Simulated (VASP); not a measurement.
# Tl (Fm-3m) in VASP: a series of runs, part 2 of 2

VASP 6.6.1.

## Step 4: Single point, r2SCAN, collinear spin, zero start

File POSCAR:

```
Tl
1.0
    0.0000000000      2.4830220000      2.4830220000
    2.4830220000      0.0000000000      2.4830220000
    2.4830220000      2.4830220000      0.0000000000
Tl
1
Direct
    0.0000000000      0.0000000000      0.0000000000
```

File INCAR.step1:

```
ALGO = Normal
EDIFF = 1E-5
ENCUT = 550
GGA = PE
GGA_COMPAT = F
ISMEAR = -4
ISPIN = 2
LASPH = T
LCHARG = F
LREAL = F
LWAVE = T
MAGMOM = 0
NBANDS = 16
NELM = 200
PREC = Accurate
SIGMA = 0.1
```

File INCAR.step2:

```
ALGO = Normal
EDIFF = 1E-6
ENCUT = 550
GGA_COMPAT = F
ISIF = 2
ISMEAR = -4
ISPIN = 2
ISTART = 1
LASPH = T
LCHARG = T
LELF = T
LMIXTAU = T
LORBIT = 11
LREAL = F
LVHAR = T
LWAVE = F
MAGMOM = 0
METAGGA = R2SCAN
NBANDS = 16
NELM = 200
PREC = Accurate
SIGMA = 0.1
```

File KPOINTS:

```
k-points
0
Gamma
  6 6 6
```

Potentials or basis: VASP PAW PBE potentials, release 64 (Tl_d).

The run is started by

```console
$ cat potpaw_PBE.64/Tl_d/POTCAR > POTCAR
$ cp INCAR.step1 INCAR
$ mpirun -np 1 vasp_std > vasp.out
$ cp INCAR.step2 INCAR
$ mpirun -np 1 vasp_std > vasp.out
```

OUTCAR:

```text
EDIFF = 1E-6
   ENCUT = 550
   ISIF = 2
   ISMEAR = -4
   ISPIN = 2
   ISTART = 1
   LASPH = T
   LORBIT = 11
   LREAL = F
   METAGGA = R2SCAN
   NELM = 200
   PREC = Accurate

 ion  position               nearest neighbor table
   1  0.000  0.000  0.000-

  LATTYP: Found a face centered cubic cell.
 ALAT       =     4.9660440000

  Lattice vectors:

 A1 = (   0.0000000000,   2.4830220000,   2.4830220000)
 A2 = (   2.4830220000,   0.0000000000,   2.4830220000)
 A3 = (   2.4830220000,   2.4830220000,   0.0000000000)

Analysis of symmetry for initial positions (statically):
=====================================================================
 Subroutine PRICEL returns:
 Original cell was already a primitive cell.

 Routine SETGRP: Setting up the symmetry group for a
 face centered cubic supercell.

 Subroutine GETGRP returns: Found 48 space group operations
 (whereof 48 operations were pure point group operations)
 out of a pool of 48 trial point group operations.

The static configuration has the point symmetry O_h .

Analysis of symmetry for dynamics (positions and initial velocities):
=====================================================================
 Subroutine PRICEL returns:
 Original cell was already a primitive cell.

 Routine SETGRP: Setting up the symmetry group for a
 face centered cubic supercell.

 Subroutine GETGRP returns: Found 48 space group operations
 (whereof 48 operations were pure point group operations)
 out of a pool of 48 trial point group operations.

The dynamic configuration has the point symmetry O_h .

Analysis of structural, dynamic, and magnetic symmetry:
=====================================================================
 Subroutine PRICEL returns:
 Original cell was already a primitive cell.

 Routine SETGRP: Setting up the symmetry group for a
 face centered cubic supercell.

 Subroutine GETGRP returns: Found 48 space group operations
 (whereof 48 operations were pure point group operations)
 out of a pool of 48 trial point group operations.

The overall configuration has the point symmetry O_h .

 Subroutine INISYM returns: Found 48 space group operations
 (whereof 48 operations are pure point group operations),
 and found     1 'primitive' translations

----------------------------------------------------------------------------------------

                                     Primitive cell

  volume of cell :      30.6176

  direct lattice vectors                    reciprocal lattice vectors
     0.000000000  2.483022000  2.483022000    -0.201367527  0.201367527  0.201367527
     2.483022000  0.000000000  2.483022000     0.201367527 -0.201367527  0.201367527
     2.483022000  2.483022000  0.000000000     0.201367527  0.201367527 -0.201367527

  length of vectors
     3.511523388  3.511523388  3.511523388     0.348778788  0.348778788  0.348778788

  position of ions in fractional coordinates (direct lattice)
     0.000000000  0.000000000  0.000000000

  ion indices of the primitive-cell ions
   primitive index   ion index
                 1           1

----------------------------------------------------------------------------------------

 KPOINTS: k-points

[... 50 lines left out ...]
 SYSTEM =  unknown system
   PREC   = accura    normal or accurate (medium, high low for compatibility)
   ISTART =      1    job   : 0-new  1-cont  2-samecut
   ICHARG =      0    charge: 1-file 2-atom 10-const
   ISPIN  =      2    spin polarized calculation?
   LNONCOLLINEAR =      F non collinear calculations
   LSORBIT =      F    spin-orbit coupling
   LASPH  =      T    aspherical Exc in radial PAW
   ENCUT  =  550.0 eV  40.42 Ry    6.36 a.u.   6.71  6.71  6.71*2*pi/ulx,y,z
   NELM   =    200;   NELMIN=  2; NELMDL=  0     # of ELM steps
   EDIFF  = 0.1E-05   stopping-criterion for ELM
   LREAL  =      F    real-space projection
   EDIFFG = 0.1E-04   stopping-criterion for IOM
   NSW    =      0    number of steps for IOM
   IBRION =     -1    ionic relax: 0-MD 1-quasi-New 2-CG
   NFREE  =      0    steps in history (QN), initial steepest desc. (CG)
   ISIF   =      2    stress and relaxation
   ISYM   =      2    0-nonsym 1-usesym 2-fastsym
   POTIM  = 0.5000    time-step for ionic-motion
   TEBEG  =    0.0;   TEEND  =   0.0 temperature during run
   PSTRESS=    0.0 pullay stress
   NELECT =      13.0000    total number of electrons
   NUPDOWN=      -1.0000    fix difference up-down
   EMIN   =  10.00;   EMAX   =-10.00  energy-range for DOS
   EFERMI =   0.00;   METHOD = LEGACY
   ISMEAR =    -4;   SIGMA  =   0.10  broadening in eV -4-tet -1-fermi 0-gaus
   EFERMI_NEDOS =   21; number of points for ismear=-14 and -15
   IALGO  =     38    algorithm
   IMIX   =      4    mixing-type and parameters
     AMIX     =   0.40;   BMIX     =  1.00
     AMIX_MAG =   1.60;   BMIX_MAG =  1.00
  volume/ion in A,a.u.               =      30.62       206.62
  Fermi-wavevector in a.u.,A,eV,Ry     =   1.230454  2.325221 20.599452  1.514017
  Thomas-Fermi vector in A             =   2.365302
   LORBIT       =     11    0 simple, 1 ext, 2 COOP (PROOUT), +10 PAW based schemes
   METAGGA = R2SCAN    functional components
   LHFCALC =     F    Hartree Fock is set to
   AEXX    =    0.0000 exact exchange contribution
   IVDW    =     0    specifies the selected vdW correction
   LEPSILON=     F    determine dielectric tensor
   LRPA    =     F    only Hartree local field effects (RPA)
 spin polarized calculation
 Fermi weights with tetrahedron method witout Bloechl corrections
  energy-cutoff  :      550.00
  volume of cell :       30.62
 maximum number of plane-waves:       934
   NGX = 13   NGY = 13   NGZ = 13

 number of electron      13.0000000 magnetization      -0.0000008

 number of electron      13.0000000 magnetization       0.0000009

 Free energy of the ion-electron system (eV)
  ---------------------------------------------------
  ext. energy  EPLUGINS =         0.00000000
  ---------------------------------------------------
  free energy    TOTEN  =       -52.94186649 eV

  energy without entropy =      -52.94186649  energy(sigma->0) =      -52.94186649

 E-fermi :   5.7985     XC(G=0): -10.4295

 val. band max:        5.9514749436   @ k =  -0.3333   0.3333   0.0000
 cond. band min:       6.1656818051   @ k =  -0.3333   0.3333   0.0000
 fundamental gap:      0.2142068615
 Fermi energy:         5.7984664882

 spin component 1

 k-point     1 :       0.0000    0.0000    0.0000
  band No.  band energies     occupation
      1      -6.2255      1.00000
      2      -6.2255      1.00000
      3      -6.2255      1.00000
      4      -5.9849      1.00000
      5      -5.9849      1.00000
      6      -4.1291      1.00000
[... 280 lines left out ...]
      2      -6.3073      1.00000
      3      -5.9475      1.00000
      4      -5.8789      1.00000
      5      -5.7125      1.00000
      6       1.9195      1.00000
[... 8 lines left out ...]
     15      30.1401      0.00000
     16      30.4777      0.00000
 Fermi energy:         5.7984664882

 spin component 2

 k-point     1 :       0.0000    0.0000    0.0000
  band No.  band energies     occupation
      1      -6.2255      1.00000
      2      -6.2255      1.00000
      3      -6.2255      1.00000
      4      -5.9849      1.00000
      5      -5.9849      1.00000
      6      -4.1291      1.00000
[... 281 lines left out ...]
      3      -5.9475      1.00000
      4      -5.8789      1.00000
      5      -5.7125      1.00000
      6       1.9195      1.00000
[... 8 lines left out ...]
     15      30.1401      0.00000
     16      30.4777      0.00000

------------------------ aborting loop because EDIFF is reached ----------------------------------------

  FORCE on cell =-STRESS in cart. coord.  units (eV):
  Direction    XX          YY          ZZ          XY          YZ          ZX
  --------------------------------------------------------------------------------------
  -------------------------------------------------------------------------------------
  Total        0.1626857      0.1626857      0.1626857     -0.0000000     -0.0000000     -0.0000000
  in kB        8.5131083      8.5131083      8.5131083     -0.0000000     -0.0000000     -0.0000000
  external PRESSURE =       8.5131083 kB  Pullay stress =       0.0000000 kB

 VOLUME and BASIS-vectors are now :
 -----------------------------------------------------------------------------
  energy-cutoff  :      550.00
  volume of cell :       30.62
      direct lattice vectors                 reciprocal lattice vectors
     0.000000000  2.483022000  2.483022000    -0.201367527  0.201367527  0.201367527
     2.483022000  0.000000000  2.483022000     0.201367527 -0.201367527  0.201367527
     2.483022000  2.483022000  0.000000000     0.201367527  0.201367527 -0.201367527

 POSITION                                       TOTAL-FORCE (eV/Angst)
 -----------------------------------------------------------------------------------
      0.00000      0.00000      0.00000         0.000000      0.000000      0.000000
 -----------------------------------------------------------------------------------
    total drift:                               -0.000000     -0.000000     -0.000000

  FREE ENERGIE OF THE ION-ELECTRON SYSTEM (eV)
  ---------------------------------------------------
  free  energy   TOTEN  =       -52.9418664923 eV

  energy  without entropy=      -52.9418664923  energy(sigma->0) =      -52.94186649

 total charge

# of ion       s       p       d       tot
------------------------------------------
    1        1.196   0.374   9.625  11.195

 magnetization (x)

# of ion       s       p       d       tot
------------------------------------------
    1        0.000   0.000   0.000   0.000
```

OUTCAR.step1:

```text
EDIFF = 1E-5
   ENCUT = 550
   GGA = PE
   ISMEAR = -4
   ISPIN = 2
   LASPH = T
[... 835 lines left out ...]

 POSITION                                       TOTAL-FORCE (eV/Angst)
 -----------------------------------------------------------------------------------
      0.00000      0.00000      0.00000         0.000000      0.000000      0.000000
 -----------------------------------------------------------------------------------
    total drift:                               -0.000000     -0.000000     -0.000000

  FREE ENERGIE OF THE ION-ELECTRON SYSTEM (eV)
  ---------------------------------------------------
  free  energy   TOTEN  =        -1.9979223091 eV

  energy  without entropy=       -1.9979223091  energy(sigma->0) =       -1.99792231
```

Run time: 2 min. Hardware: 1 thread of Intel Xeon 8259CL, shared host; peak memory 0.19 GiB.

Results:

```
Free energy                                           : -52.9419 eV
Pressure                                              : 0.9 GPa
Net moment                                            : 0.00 μB per cell
Valence electrons inside the program's atomic spheres : Tl 11.20
```

Levels at points of the mesh, in eV from the Fermi level:
Spin up:
| k point | band 2 | band 3 | band 4 | band 5 | band 6 | band 7 | band 8 | band 9 | band 10 | band 11 |
| --- | --- | --- | --- | --- | --- | --- | --- | --- | --- | --- |
| (0.00, 0.00, 0.00) | -12.02 | -12.02 | -11.78 | -11.78 | -9.93 | 10.05 | 10.05 | 10.05 | 11.57 | 14.37 |
| (0.50, 0.00, 0.00) | -12.01 | -12.01 | -11.57 | -11.57 | -5.56 | -2.62 | 8.05 | 8.05 | 10.96 | 12.46 |
| (0.50, 0.50, 0.00) | -12.22 | -11.58 | -11.51 | -11.51 | -3.94 | -1.59 | 4.10 | 4.10 | 7.69 | 9.09 |
Spin down:
| k point | band 2 | band 3 | band 4 | band 5 | band 6 | band 7 | band 8 | band 9 | band 10 | band 11 |
| --- | --- | --- | --- | --- | --- | --- | --- | --- | --- | --- |
| (0.00, 0.00, 0.00) | -12.02 | -12.02 | -11.78 | -11.78 | -9.93 | 10.05 | 10.05 | 10.05 | 11.57 | 14.37 |
| (0.50, 0.00, 0.00) | -12.01 | -12.01 | -11.57 | -11.57 | -5.56 | -2.62 | 8.05 | 8.05 | 10.96 | 12.46 |
| (0.50, 0.50, 0.00) | -12.22 | -11.58 | -11.51 | -11.51 | -3.94 | -1.59 | 4.10 | 4.10 | 7.69 | 9.09 |

Caveat: the k points lie up to 0.37 Å⁻¹ apart; no moment was typed at the start, so none could form; the PAW data sets were made with another functional, which shifts forces and pressure a little; spin-orbit coupling is left out, which moves the levels of the heavy elements; tetrahedron occupations give inexact forces and stress in metals.
